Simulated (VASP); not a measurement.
# BP (F-43m) in VASP: vibrations by perturbation theory with LDA

Aim: the vibrations by perturbation theory of BP with LDA.

All numbers are computed with VASP 6.6.1; they aren't measurements. Logs are shortened: lines on timing, memory, paths and dates and some standing lists are left out, and cuts for length are marked.

## 1. The cell of the first run

The structure is cubic, space group F-43m (No. 216). The conventional cell has a = 4.492 Å, b = 4.492 Å, c = 4.492 Å, α = 90.00°, β = 90.00°, γ = 90.00°. Within 2.6 Å of B (site symmetry -43m) lie 4 P at 1.95 Å. Within 2.6 Å of P (site symmetry -43m) lie 4 B at 1.95 Å.

## 2. Vibrations by perturbation theory, LDA

Contents of INCAR:

```
PREC = Accurate
ENCUT = 520
EDIFF = 1E-8
ISMEAR = 0
SIGMA = 0.01
LREAL = F
LASPH = T
NELM = 100
ALGO = Normal
ISIF = 2
LWAVE = F
LCHARG = F
NBANDS = 11
IBRION = 8
NSW = 1
LEPSILON = T
```

Contents of KPOINTS:

```
Automatic mesh
0
Gamma
  8 8 8
```

Contents of POSCAR:

```
BP
1.0
    0.0000000000      2.2459000000      2.2459000000
    2.2459000000      0.0000000000      2.2459000000
    2.2459000000      2.2459000000      0.0000000000
B P
1 1
Direct
    0.0000000000      0.0000000000      0.0000000000
    0.2500000000      0.2500000000      0.2500000000
```

Potentials or basis: VASP PAW LDA potentials, release 64 (B, P).

Launch:

```
$ cat potpaw_LDA.64/B/POTCAR potpaw_LDA.64/P/POTCAR > POTCAR
$ mpirun -np 1 vasp_std > vasp.out
```

OUTCAR:

```text
PREC = Accurate
   ENCUT = 520
   EDIFF = 1E-8
   ISMEAR = 0
   LREAL = F
   LASPH = T
   NELM = 100
   ISIF = 2
   IBRION = 8
   NSW = 1
   LEPSILON = T

 ion  position               nearest neighbor table
   1  0.000  0.000  0.000-   2 1.95   2 1.95   2 1.95   2 1.95
   2  0.250  0.250  0.250-   1 1.95   1 1.95   1 1.95   1 1.95

  LATTYP: Found a face centered cubic cell.
 ALAT       =     4.4918000000

  Lattice vectors:

 A1 = (   0.0000000000,   2.2459000000,   2.2459000000)
 A2 = (   2.2459000000,   0.0000000000,   2.2459000000)
 A3 = (   2.2459000000,   2.2459000000,   0.0000000000)

Analysis of symmetry for initial positions (statically):
=====================================================================
 Subroutine PRICEL returns:
 Original cell was already a primitive cell.

 Routine SETGRP: Setting up the symmetry group for a
 face centered cubic supercell.

 Subroutine GETGRP returns: Found 24 space group operations
 (whereof 24 operations were pure point group operations)
 out of a pool of 48 trial point group operations.

The static configuration has the point symmetry T_d .

Analysis of symmetry for dynamics (positions and initial velocities):
=====================================================================
 Subroutine PRICEL returns:
 Original cell was already a primitive cell.

 Routine SETGRP: Setting up the symmetry group for a
 face centered cubic supercell.

 Subroutine GETGRP returns: Found 24 space group operations
 (whereof 24 operations were pure point group operations)
 out of a pool of 48 trial point group operations.

The dynamic configuration has the point symmetry T_d .

 Subroutine INISYM returns: Found 24 space group operations
 (whereof 24 operations are pure point group operations),
 and found     1 'primitive' translations

----------------------------------------------------------------------------------------

[... 565 lines left out ...]
     0.00000  0.00016 -7.45503
     0.00000 -7.45503  0.00016

 MACROSCOPIC STATIC DIELECTRIC TENSOR (including local field effects in DFT)
 ------------------------------------------------------
           9.520092     0.000000     0.000000
           0.000000     9.520092     0.000000
          -0.000000     0.000000     9.520092
 ------------------------------------------------------

 PIEZOELECTRIC TENSOR (including local field effects)  for field in x, y, z        (e  Angst)
          XX          YY          ZZ          XY          YZ          ZX
  --------------------------------------------------------------------------------
  x    -0.00000     0.00000    -0.00000     0.00000     0.23533     0.00000
  y     0.00000     0.00000    -0.00000     0.00000     0.00000     0.23533
  z    -0.00000    -0.00000     0.00000     0.23533     0.00000     0.00000

 PIEZOELECTRIC TENSOR (including local field effects)  for field in x, y, z        (C/m^2)
          XX          YY          ZZ          XY          YZ          ZX
  --------------------------------------------------------------------------------
  x    -0.00000     0.00000    -0.00000     0.00000     0.16641     0.00000
  y     0.00000     0.00000    -0.00000     0.00000     0.00000     0.16641
  z    -0.00000    -0.00000     0.00000     0.16641     0.00000     0.00000

 BORN EFFECTIVE CHARGES (including local field effects) (in |e|, cummulative output)
 ---------------------------------------------------------------------------------
 ion    1
    1    -0.61711     0.00000     0.00000
    2     0.00000    -0.61711     0.00000
    3     0.00000     0.00000    -0.61711
 ion    2
    1     0.61711     0.00000     0.00000
    2    -0.00000     0.61711    -0.00000
    3    -0.00000    -0.00000     0.61711

 INTERNAL STRAIN TENSOR FOR ION    2 for displacements in x,y,z  (eV/Angst):
          X           Y           Z          XY          YZ          ZX
  --------------------------------------------------------------------------------
  x     0.00000     0.00000     0.00000     0.00000    -7.45503     0.00000
  y     0.00000     0.00000     0.00000     0.00000     0.00000    -7.45503
  z     0.00000     0.00000     0.00000    -7.45503     0.00000     0.00000

 SECOND DERIVATIVES (NOT SYMMETRIZED)
 ------------------------------------
               1X          1Y          1Z          2X          2Y          2Z
  1X   -19.745158    0.000000    0.000000   19.745158    0.000000    0.000000
  1Y     0.000000  -19.745158    0.000000    0.000000   19.745158    0.000000
  1Z     0.000000    0.000000  -19.745158    0.000000    0.000000   19.745158
  2X    19.754737    0.000000    0.000000  -19.754737    0.000000    0.000000
  2Y     0.000000   19.754737    0.000000    0.000000  -19.754737    0.000000
  2Z     0.000000    0.000000   19.754737    0.000000    0.000000  -19.754737

 Eigenvectors and eigenvalues of the dynamical matrix
 ----------------------------------------------------

   1 f  =   24.540698 THz   154.193754 2PiTHz  818.589578 cm-1   101.492127 meV
             X         Y         Z           dx          dy          dz
      0.000000  0.000000  0.000000     0.000000    0.860917    0.000000
      1.122950  1.122950  1.122950     0.000000   -0.508746    0.000000
[... 21 lines left out ...]
   6 f/i=    0.002606 THz     0.016377 2PiTHz    0.086943 cm-1     0.010780 meV
             X         Y         Z           dx          dy          dz
      0.000000  0.000000  0.000000     0.000000    0.000000   -0.508746
      1.122950  1.122950  1.122950     0.000000    0.000000   -0.860917

--------------------------------------------------------------------------------------------------------

 MACROSCOPIC STATIC DIELECTRIC TENSOR IONIC CONTRIBUTION
 ------------------------------------------------------
           0.154003     0.000000     0.000000
           0.000000     0.154003     0.000000
           0.000000     0.000000     0.154003
 ------------------------------------------------------

 ELASTIC MODULI CONTR FROM IONIC RELAXATION (kBar)
 Direction    XX          YY          ZZ          XY          YZ          ZX
 --------------------------------------------------------------------------------
 XX           0.0000      0.0000      0.0000      0.0000      0.0000      0.0000
 YY           0.0000      0.0000      0.0000      0.0000      0.0000      0.0000
 ZZ           0.0000      0.0000      0.0000      0.0000      0.0000      0.0000
 XY           0.0000      0.0000      0.0000   -211.0244     -0.0000     -0.0000
 YZ           0.0000      0.0000      0.0000     -0.0000   -211.0244     -0.0000
 ZX           0.0000      0.0000      0.0000     -0.0000     -0.0000   -211.0244
 --------------------------------------------------------------------------------

 PIEZOELECTRIC TENSOR IONIC CONTR  for field in x, y, z        (C/m^2)
          XX          YY          ZZ          XY          YZ          ZX
  --------------------------------------------------------------------------------
  x     0.00000     0.00000     0.00000    -0.00000    -0.16963    -0.00000
  y     0.00000     0.00000     0.00000    -0.00000    -0.00000    -0.16963
  z     0.00000     0.00000     0.00000    -0.16963    -0.00000    -0.00000
```

OSZICAR:

```text
N       E                     dE             d eps       ncg     rms          rms(c)
DAV:   1     0.741347608828E+01    0.74135E+01   -0.37970E+03   638   0.642E+02
DAV:   2    -0.146593302751E+02   -0.22073E+02   -0.20863E+02   825   0.114E+02
DAV:   3    -0.152940052892E+02   -0.63468E+00   -0.63264E+00   820   0.161E+01
[... 142 lines left out ...]
RMM:   5    -0.412105868050E-01    0.26640E-04    0.18955E-05  3538   0.535E-03    0.372E-03
RMM:   6    -0.412080043759E-01    0.25824E-05    0.19102E-06  3593   0.673E-04    0.240E-03
RMM:   7    -0.412079873497E-01    0.17026E-07   -0.35162E-07  3590   0.357E-04    0.110E-04
RMM:   8    -0.412075326215E-01    0.45473E-06   -0.21338E-08  3643   0.544E-05    0.470E-05
RMM:   9    -0.412074843766E-01    0.48245E-07   -0.15908E-07  3737   0.174E-05    0.380E-06
RMM:  10    -0.412074795329E-01    0.48437E-08    0.25255E-09  3704   0.357E-06    0.468E-06
 Linear response finished
```

stdout:

```text
POSCAR found type information on POSCAR B P
 POSCAR found :  2 types and       2 ions
 scaLAPACK will be used
 LDA part: xc-table for (Slater(with rela. corr.)+CA(PZ))
 , standard interpolation
 POSCAR, INCAR and KPOINTS ok, starting setup
 FFT: planning ... GRIDC
 FFT: planning ... GRID_SOFT
 FFT: planning ... GRID
[... 24 lines left out ...]
 Linear response to external field, progress :
  Direction:   3
 dielectric tensor                  component  3 :     1.935     2.183     9.520
 Linear response DOF=           2
 Linear response progress:
 first order change of Fermi-energy   0.10710E-03
 force on displaced ion       1 direction 1 : -19.745  -0.000  -0.000
 Born effective charge ion    1 direction 1 :  -0.656   0.000   0.000
 Linear response progress:
 first order change of Fermi-energy   0.14873E-03
 force on displaced ion       2 direction 1 : -19.755   0.000   0.000
 Born effective charge ion    2 direction 1 :   0.575   0.000   0.000
 Born effective charges drift removed
 Linear response finished
```

Wall time 3.7 min (1 thread of AMD EPYC 7R13, shared host); peak memory 0.15 GiB.

Results:

| Item | Value |
| --- | --- |
| Electronic dielectric tensor (diagonal) | 9.52 |
| Born charges (mean of the diagonal) | B -0.62; P +0.62 e |
| Highest phonon frequency at Γ, LO-TO splitting left out | 819 cm⁻¹ |

Phonon frequencies in cm⁻¹ (negative: imaginary):
```csv
q point,frequencies
"(0.000, 0.000, 0.000)",0 0 0 819 819 819
```

Electronic dielectric tensor:
```
9.52 0.00 0.00
0.00 9.52 0.00
0.00 0.00 9.52
```

Born effective charge tensors (e):
atom 1, B
```
-0.62  0.00  0.00
 0.00 -0.62  0.00
 0.00  0.00 -0.62
```
atom 2, P
```
0.62 0.00 0.00
0.00 0.62 0.00
0.00 0.00 0.62
```
